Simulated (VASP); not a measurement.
# InSb3 (Pm-3m) in VASP: notebook

Runs on InSb3. Level: r2SCAN. Tasks: single point.

Everything below comes from runs of VASP 6.6.1. Logs are shortened: lines on timing, memory, paths and dates and some standing lists are left out, and cuts for length are marked.

## (1) The cell of the first run

The structure is cubic, space group Pm-3m (No. 221). The conventional cell has a = 4.774 Å, b = 4.774 Å, c = 4.774 Å, α = 90.00°, β = 90.00°, γ = 90.00°. Sb (site symmetry 4/mmm) has 8 Sb at 3.38 Å and 4 In at 3.38 Å within 4.4 Å. In (site symmetry m-3m) has 12 Sb at 3.38 Å within 4.4 Å.

## (2) Single point, r2SCAN

Input file POSCAR:

```
InSb3
1.0
    4.7741085314      0.0000000000      0.0000000000
    0.0000000000      4.7741085314      0.0000000000
    0.0000000000      0.0000000000      4.7741085314
Sb In
3 1
Direct
    0.5000000000      0.5000000000      0.0000000000
    0.0000000000      0.5000000000      0.5000000000
    0.5000000000      0.0000000000      0.5000000000
    0.0000000000      0.0000000000      0.0000000000
```

Input file INCAR.step1:

```
PREC     = Accurate       # precision mode
ENCUT    = 520            # plane-wave cutoff, eV
ISMEAR   = -1             # smearing method
SIGMA    = 0.05           # smearing width, eV
LREAL    = False          # projectors in reciprocal space
LASPH    = True           # aspherical terms in the spheres
NELM     = 100            # most SCF steps
NBANDS   = 22             # bands
GGA      = PE             # functional
ALGO     = Normal         # electronic algorithm
EDIFF    = 1E-4           # SCF threshold, eV
LWAVE    = True           # write WAVECAR
LCHARG   = False          # write CHGCAR
```

Input file INCAR.step2:

```
PREC     = Accurate       # precision mode
ENCUT    = 520            # plane-wave cutoff, eV
EDIFF    = 1E-6           # SCF threshold, eV
ISMEAR   = -1             # smearing method
SIGMA    = 0.05           # smearing width, eV
LREAL    = False          # projectors in reciprocal space
LASPH    = True           # aspherical terms in the spheres
NELM     = 100            # most SCF steps
ALGO     = Normal         # electronic algorithm
ISIF     = 2              # what is computed and relaxed
LWAVE    = False          # write WAVECAR
LCHARG   = True           # write CHGCAR
METAGGA  = R2SCAN         # meta-GGA
LMIXTAU  = True         
LELF     = True           # ELF
LVHAR    = True         
NBANDS   = 22             # bands
ISTART   = 1
```

Input file KPOINTS:

```
regular mesh
0
Gamma
  6 6 6
```

Potentials or basis: VASP PAW PBE potentials, release 64 (Sb, In_d).

On the command line:

```bash
> cat potpaw_PBE.64/Sb/POTCAR potpaw_PBE.64/In_d/POTCAR > POTCAR
> cp INCAR.step1 INCAR
> mpirun -np 1 vasp_std > vasp.out
> cp INCAR.step2 INCAR
> mpirun -np 1 vasp_std > vasp.out
```

OUTCAR:

```text
PREC = Accurate
   ENCUT = 520
   EDIFF = 1E-6
   ISMEAR = -1
   LREAL = False
   LASPH = True
   NELM = 100
   ISIF = 2
   METAGGA = R2SCAN
   ISTART = 1

 ion  position               nearest neighbor table
   1  0.500  0.500  0.000-   2 3.38   3 3.38   4 3.38   2 3.38   3 3.38   3 3.38   4 3.38   3 3.38
                             2 3.38   4 3.38   2 3.38   4 3.38
   2  0.000  0.500  0.500-   1 3.38   3 3.38   4 3.38   1 3.38   4 3.38   3 3.38   4 3.38   4 3.38
                             1 3.38   3 3.38   1 3.38   3 3.38
   3  0.500  0.000  0.500-   1 3.38   2 3.38   4 3.38   1 3.38   4 3.38   1 3.38   2 3.38   1 3.38
                             2 3.38   4 3.38   4 3.38   2 3.38
   4  0.000  0.000  0.000-   1 3.38   2 3.38   3 3.38   2 3.38   3 3.38   1 3.38   2 3.38   2 3.38
                             1 3.38   3 3.38   3 3.38   1 3.38

  LATTYP: Found a simple cubic cell.
 ALAT       =     4.7741085314

  Lattice vectors:

 A1 = (   4.7741085314,   0.0000000000,   0.0000000000)
 A2 = (   0.0000000000,   4.7741085314,   0.0000000000)
 A3 = (   0.0000000000,   0.0000000000,   4.7741085314)

Analysis of symmetry for initial positions (statically):
=====================================================================
 Subroutine PRICEL returns:
 Original cell was already a primitive cell.

 Routine SETGRP: Setting up the symmetry group for a
 simple cubic supercell.

 Subroutine GETGRP returns: Found 48 space group operations
 (whereof 48 operations were pure point group operations)
 out of a pool of 48 trial point group operations.

The static configuration has the point symmetry O_h .

Analysis of symmetry for dynamics (positions and initial velocities):
=====================================================================
 Subroutine PRICEL returns:
 Original cell was already a primitive cell.

 Routine SETGRP: Setting up the symmetry group for a
 simple cubic supercell.

 Subroutine GETGRP returns: Found 48 space group operations
 (whereof 48 operations were pure point group operations)
 out of a pool of 48 trial point group operations.

The dynamic configuration has the point symmetry O_h .

 Subroutine INISYM returns: Found 48 space group operations
 (whereof 48 operations are pure point group operations),
 and found     1 'primitive' translations

----------------------------------------------------------------------------------------

                                     Primitive cell

  volume of cell :     108.8120

  direct lattice vectors                    reciprocal lattice vectors
     4.774108531  0.000000000  0.000000000     0.209463189  0.000000000  0.000000000
     0.000000000  4.774108531  0.000000000     0.000000000  0.209463189  0.000000000
     0.000000000  0.000000000  4.774108531     0.000000000  0.000000000  0.209463189

  length of vectors
     4.774108531  4.774108531  4.774108531     0.209463189  0.209463189  0.209463189

  position of ions in fractional coordinates (direct lattice)
     0.500000000  0.500000000  0.000000000
     0.000000000  0.500000000  0.500000000
     0.500000000  0.000000000  0.500000000
     0.000000000  0.000000000  0.000000000

  ion indices of the primitive-cell ions
   primitive index   ion index
                 1           1
                 2           2
                 3           3
                 4           4

----------------------------------------------------------------------------------------

 KPOINTS: regular mesh

Automatic generation of k-mesh.
 Grid dimensions read from file:
 generate k-points for:    6    6    6

 Generating k-lattice:

  Cartesian coordinates                     Fractional coordinates (reciprocal lattice)
     0.034910532  0.000000000  0.000000000     0.166666667  0.000000000  0.000000000
     0.000000000  0.034910532  0.000000000     0.000000000  0.166666667  0.000000000
     0.000000000  0.000000000  0.034910532     0.000000000  0.000000000  0.166666667

  Length of vectors
     0.034910532  0.034910532  0.034910532

[... 43 lines left out ...]
 non-spin polarized calculation
  energy-cutoff  :      520.00
  volume of cell :      108.81
 maximum number of plane-waves:      3016
 NGX is ok and might be reduce to    36
   NGX = 17   NGY = 17   NGZ = 17

 number of electron      28.0000018 magnetization

 Free energy of the ion-electron system (eV)
  ---------------------------------------------------
  ext. energy  EPLUGINS =         0.00000000
  ---------------------------------------------------
  free energy    TOTEN  =       -98.54875802 eV

  energy without entropy =      -98.53221456  energy(sigma->0) =      -98.54048629

 E-fermi :   8.0120     XC(G=0): -10.7652

 val. band max:        7.9708316154   @ k =   0.5000   0.3333   0.0000
 cond. band min:       8.1540367526   @ k =   0.1667   0.1667   0.1667
 fundamental gap:      0.1832051372
 Fermi energy:         8.0119566782

 k-point     1 :       0.0000    0.0000    0.0000
  band No.  band energies     occupation
      1      -7.1520      2.00000
      2      -7.1520      2.00000
      3      -7.1339      2.00000
      4      -7.1339      2.00000
      5      -7.1339      2.00000
      6      -4.8858      2.00000
[... 14 lines left out ...]
     21      13.4540      0.00000
     22      13.4541      0.00000

 k-point     2 :       0.1667    0.0000    0.0000
  band No.  band energies     occupation
      1      -7.1504      2.00000
      2      -7.1477      2.00000
      3      -7.1373      2.00000
      4      -7.1373      2.00000
      5      -7.1339      2.00000
      6      -4.7035      2.00000
[... 14 lines left out ...]
     21      14.2720      0.00000
     22      14.2965      0.00000

 k-point     3 :       0.3333    0.0000    0.0000
  band No.  band energies     occupation
      1      -7.1472      2.00000
      2      -7.1441      2.00000
      3      -7.1441      2.00000
      4      -7.1394      2.00000
      5      -7.1337      2.00000
      6      -4.1756      2.00000
[... 14 lines left out ...]
     21      13.0740      0.00000
     22      14.0027      0.00000
[... 376 lines left out ...]
 k-point    19 :       0.5000    0.5000    0.3333
  band No.  band energies     occupation
      1      -7.1738      2.00000
      2      -7.1659      2.00000
      3      -7.1659      2.00000
      4      -7.1214      2.00000
      5      -7.1169      2.00000
      6      -1.5703      2.00000
[... 14 lines left out ...]
     21      14.4007      0.00000
     22      16.7440      0.00000

 k-point    20 :       0.5000    0.5000    0.5000
  band No.  band energies     occupation
      1      -7.1724      2.00000
      2      -7.1724      2.00000
      3      -7.1724      2.00000
      4      -7.1163      2.00000
      5      -7.1163      2.00000
      6      -1.3619      2.00000
[... 14 lines left out ...]
     21      14.9310      0.00000
     22      17.0468      0.00000

------------------------ aborting loop because EDIFF is reached ----------------------------------------

  FORCE on cell =-STRESS in cart. coord.  units (eV):
  Direction    XX          YY          ZZ          XY          YZ          ZX
  --------------------------------------------------------------------------------------
  -------------------------------------------------------------------------------------
  Total        0.3247383      0.3247383      0.3247383      0.0000000     -0.0000000      0.0000000
  in kB        4.7815331      4.7815331      4.7815331      0.0000000     -0.0000000      0.0000000
  external PRESSURE =       4.7815331 kB  Pullay stress =       0.0000000 kB

 VOLUME and BASIS-vectors are now :
 -----------------------------------------------------------------------------
  energy-cutoff  :      520.00
  volume of cell :      108.81
      direct lattice vectors                 reciprocal lattice vectors
     4.774108531  0.000000000  0.000000000     0.209463189  0.000000000  0.000000000
     0.000000000  4.774108531  0.000000000     0.000000000  0.209463189  0.000000000
     0.000000000  0.000000000  4.774108531     0.000000000  0.000000000  0.209463189

 POSITION                                       TOTAL-FORCE (eV/Angst)
 -----------------------------------------------------------------------------------
      2.38705      2.38705      0.00000         0.000000      0.000000      0.000000
      0.00000      2.38705      2.38705         0.000000      0.000000      0.000000
      2.38705      0.00000      2.38705         0.000000      0.000000      0.000000
      0.00000      0.00000      0.00000         0.000000      0.000000      0.000000
 -----------------------------------------------------------------------------------
    total drift:                                0.000000     -0.000000     -0.000000

  FREE ENERGIE OF THE ION-ELECTRON SYSTEM (eV)
  ---------------------------------------------------
  free  energy   TOTEN  =       -98.5487580248 eV

  energy  without entropy=      -98.5322145559  energy(sigma->0) =      -98.54048629
```

Wall time 62 s (1 thread of Intel Xeon 6975P-C (Granite Rapids), shared host); peak memory 0.24 GiB.

What came out:

| Quantity | Value |
| --- | --- |
| Free energy | -98.5488 eV |
| Pressure | 0.5 GPa |
| Band gap on the k mesh | zero (band 14 reaches 11.83 eV, above the bottom of band 15 at 6.76 eV) |

Caveat: the PAW data sets were made with another functional, which shifts forces and pressure a little; spin-orbit coupling is left out, which moves the levels of the heavy elements.

## (3) Single point, r2SCAN

This run uses another cell than the first one, of 27.76 Å³/atom, 1.020 times its volume.

Input file POSCAR:

```
InSb3
1.0
    4.8063670000      0.0000000000      0.0000000000
    0.0000000000      4.8063670000      0.0000000000
    0.0000000000      0.0000000000      4.8063670000
Sb In
3 1
Direct
    0.5000000000      0.5000000000      0.0000000000
    0.0000000000      0.5000000000      0.5000000000
    0.5000000000      0.0000000000      0.5000000000
    0.0000000000      0.0000000000      0.0000000000
```

Input file INCAR.step1:

```
SYSTEM = InSb3
PREC = Accurate
ENCUT = 520
ISMEAR = -1
SIGMA = 0.05
LREAL = .False.
LASPH = .True.
NELM = 60
NBANDS = 22
GGA = PE
ALGO = Normal
EDIFF = 1E-4
LWAVE = .True.
LCHARG = .False.
```

Input file INCAR.step2:

```
SYSTEM = InSb3
PREC = Accurate
ENCUT = 520
EDIFF = 1E-6
ISMEAR = -1
SIGMA = 0.05
LREAL = .False.
LASPH = .True.
NELM = 60
ALGO = Normal
ISIF = 2
LWAVE = .False.
LCHARG = .True.
METAGGA = R2SCAN
LMIXTAU = .True.
LELF = .True.
LVHAR = .True.
NBANDS = 22
ISTART = 1
```

Input file KPOINTS:

```
Automatic mesh
0
Gamma
  6 6 6
  0 0 0
```

Potentials or basis: VASP PAW PBE potentials, release 64 (Sb, In_d).

On the command line:

```bash
> cat potpaw_PBE.64/Sb/POTCAR potpaw_PBE.64/In_d/POTCAR > POTCAR
> cp INCAR.step1 INCAR
> mpirun -np 1 vasp_std > vasp.out
> cp INCAR.step2 INCAR
> mpirun -np 1 vasp_std > vasp.out
```

It took 62 s on 1 thread of Intel Xeon 6975P-C (Granite Rapids), shared host; peak memory 0.23 GiB.

The run converged. Its results:

| Item | Value |
| --- | --- |
| Free energy | -98.5479 eV |
| Pressure | -0.6 GPa |
| Band gap on the k mesh | zero (band 14 reaches 11.48 eV, above the bottom of band 15 at 6.54 eV) |

Levels at points of the mesh, in eV from the Fermi level:
```
           k point  band 10  band 11  band 12  band 13  band 14  band 15  band 16  band 17  band 18  band 19
(0.00, 0.00, 0.00)    -4.57    -4.57    -3.55     0.41     0.41     0.41     1.87     1.87     1.87     5.24
(0.50, 0.00, 0.00)    -3.11    -3.11    -2.24    -2.24    -1.14    -0.77     2.15     2.28     2.28     2.77
(0.50, 0.50, 0.00)    -2.49    -1.62    -1.62    -1.45    -1.23    -1.23    -0.42     1.17     3.45     3.64
(0.50, 0.50, 0.50)    -5.24    -5.24    -5.24    -4.89     3.71     3.71     3.75     3.75     3.75     6.79
```

Caveat: the PAW data sets were made with another functional, which shifts forces and pressure a little; spin-orbit coupling is left out, which moves the levels of the heavy elements.

## (4) Single point, r2SCAN

This run uses another cell than the first one, of 28.31 Å³/atom, 1.041 times its volume.

Input file POSCAR:

```
InSb3
1.0
    4.8381981727      0.0000000000      0.0000000000
    0.0000000000      4.8381981727      0.0000000000
    0.0000000000      0.0000000000      4.8381981727
Sb In
3 1
Direct
    0.5000000000      0.5000000000      0.0000000000
    0.0000000000      0.5000000000      0.5000000000
    0.5000000000      0.0000000000      0.5000000000
    0.0000000000      0.0000000000      0.0000000000
```

Input file INCAR.step1:

```
ALGO     = Normal         # electronic algorithm
EDIFF    = 1E-4           # SCF threshold, eV
ENCUT    = 520            # plane-wave cutoff, eV
GGA      = PE             # functional
ISMEAR   = -1             # smearing method
LASPH    = True           # aspherical terms in the spheres
LCHARG   = False          # write CHGCAR
LREAL    = False          # projectors in reciprocal space
LWAVE    = True           # write WAVECAR
NBANDS   = 22             # bands
NELM     = 100            # most SCF steps
PREC     = Accurate       # precision mode
SIGMA    = 0.05           # smearing width, eV
```

Input file INCAR.step2:

```
ALGO     = Normal         # electronic algorithm
EDIFF    = 1E-6           # SCF threshold, eV
ENCUT    = 520            # plane-wave cutoff, eV
ISIF     = 2              # what is computed and relaxed
ISMEAR   = -1             # smearing method
ISTART   = 1            
LASPH    = True           # aspherical terms in the spheres
LCHARG   = True           # write CHGCAR
LELF     = True           # ELF
LMIXTAU  = True         
LREAL    = False          # projectors in reciprocal space
LVHAR    = True         
LWAVE    = False          # write WAVECAR
METAGGA  = R2SCAN         # meta-GGA
NBANDS   = 22             # bands
NELM     = 100            # most SCF steps
PREC     = Accurate       # precision mode
SIGMA    = 0.05           # smearing width, eV
```

Input file KPOINTS:

```
k-points
0
Gamma
  6 6 6
```

On the command line:

```bash
> cat potpaw_PBE.64/Sb/POTCAR potpaw_PBE.64/In_d/POTCAR > POTCAR
> cp INCAR.step1 INCAR
> mpirun -np 1 vasp_std > vasp.out
> cp INCAR.step2 INCAR
> mpirun -np 1 vasp_std > vasp.out
```

Wall time 57 s (1 thread of Intel Xeon 6975P-C (Granite Rapids), shared host); peak memory 0.23 GiB.

The run converged. Its results:

```yaml
Free_energy: -98.5328 eV
Pressure: -1.6 GPa
Band_gap_on_the_k_mesh: zero (band 14 reaches 11.14 eV, above the bottom of band 15 at 6.32 eV)
```

Levels at points of the mesh, in eV from the Fermi level:
```tsv
k point	band 12	band 13	band 14	band 15	band 16	band 17
(0.00, 0.00, 0.00)	-3.56	0.40	0.40	0.40	1.84	1.84
(0.50, 0.00, 0.00)	-2.19	-2.19	-1.11	-0.75	2.04	2.22
(0.50, 0.50, 0.00)	-1.61	-1.41	-1.21	-1.21	-0.46	1.19
(0.50, 0.50, 0.50)	-5.12	-4.84	3.61	3.61	3.64	3.64
```

Caveat: the PAW data sets were made with another functional, which shifts forces and pressure a little; spin-orbit coupling is left out, which moves the levels of the heavy elements.

## (5) Single point, r2SCAN

This run uses another cell than the first one, of 28.87 Å³/atom, 1.061 times its volume.

Input file POSCAR:

```
InSb3
1.0
    4.8696159243      0.0000000000      0.0000000000
    0.0000000000      4.8696159243      0.0000000000
    0.0000000000      0.0000000000      4.8696159243
Sb In
3 1
Direct
    0.5000000000      0.5000000000      0.0000000000
    0.0000000000      0.5000000000      0.5000000000
    0.5000000000      0.0000000000      0.5000000000
    0.0000000000      0.0000000000      0.0000000000
```

Input file INCAR.step1:

```
ALGO = Normal
EDIFF = 1E-4
ENCUT = 520
GGA = PE
ISMEAR = -1
LASPH = True
LCHARG = False
LREAL = False
LWAVE = True
NBANDS = 22
NELM = 80
PREC = Accurate
SIGMA = 0.05
```

Input file INCAR.step2:

```
ALGO = Normal
EDIFF = 1E-6
ENCUT = 520
ISIF = 2
ISMEAR = -1
ISTART = 1
LASPH = True
LCHARG = False
LMIXTAU = True
LREAL = False
LWAVE = False
METAGGA = R2SCAN
NBANDS = 22
NELM = 80
PREC = Accurate
SIGMA = 0.05
```

KPOINTS is that of step 4.

On the command line:

```bash
> cat potpaw_PBE.64/Sb/POTCAR potpaw_PBE.64/In_d/POTCAR > POTCAR
> cp INCAR.step1 INCAR
> mpirun -np 1 vasp_std > vasp.out
> cp INCAR.step2 INCAR
> mpirun -np 1 vasp_std > vasp.out
```

It took 56 s on 1 thread of Intel Xeon 6975P-C (Granite Rapids), shared host; peak memory 0.23 GiB.

The run converged. Its results:

* Free energy: -98.5050 eV
* Pressure: -2.4 GPa
* Band gap on the k mesh: zero (band 14 reaches 10.81 eV, above the bottom of band 15 at 6.12 eV)

Levels at points of the mesh, in eV from the Fermi level:
| k point | band 10 | band 11 | band 12 | band 13 | band 14 | band 15 | band 16 | band 17 | band 18 | band 19 |
| --- | --- | --- | --- | --- | --- | --- | --- | --- | --- | --- |
| (0.00, 0.00, 0.00) | -4.38 | -4.38 | -3.57 | 0.38 | 0.38 | 0.38 | 1.81 | 1.81 | 1.81 | 5.17 |
| (0.50, 0.00, 0.00) | -2.99 | -2.99 | -2.14 | -2.14 | -1.08 | -0.72 | 1.93 | 2.16 | 2.16 | 2.62 |
| (0.50, 0.50, 0.00) | -2.47 | -1.61 | -1.61 | -1.38 | -1.19 | -1.19 | -0.50 | 1.22 | 3.27 | 3.43 |
| (0.50, 0.50, 0.50) | -5.02 | -5.02 | -5.02 | -4.81 | 3.50 | 3.50 | 3.54 | 3.54 | 3.54 | 6.55 |

Caveat: the PAW data sets were made with another functional, which shifts forces and pressure a little; spin-orbit coupling is left out, which moves the levels of the heavy elements.

## (6) Summary

```tsv
cell	gap on the mesh (eV)	pressure (GPa)
a = 4.774 Å, 4 atoms	none	0.5
a = 4.806 Å, 4 atoms	none	-0.6
a = 4.838 Å, 4 atoms	none	-1.6
a = 4.870 Å, 4 atoms	none	-2.4
```

Alike in all rows: task single point; level r2SCAN; potentials or basis VASP PAW PBE potentials, release 64 (Sb, In_d); no spin polarisation; k mesh 6 × 6 × 6; cutoff (eV) 520; smearing fermi-dirac 0.05 eV.

Caveats: the PAW data sets were made with another functional, which shifts forces and pressure a little; spin-orbit coupling is left out, which moves the levels of the heavy elements.

Total energies depend on the potentials used, so only differences within one code and one set of settings carry meaning.
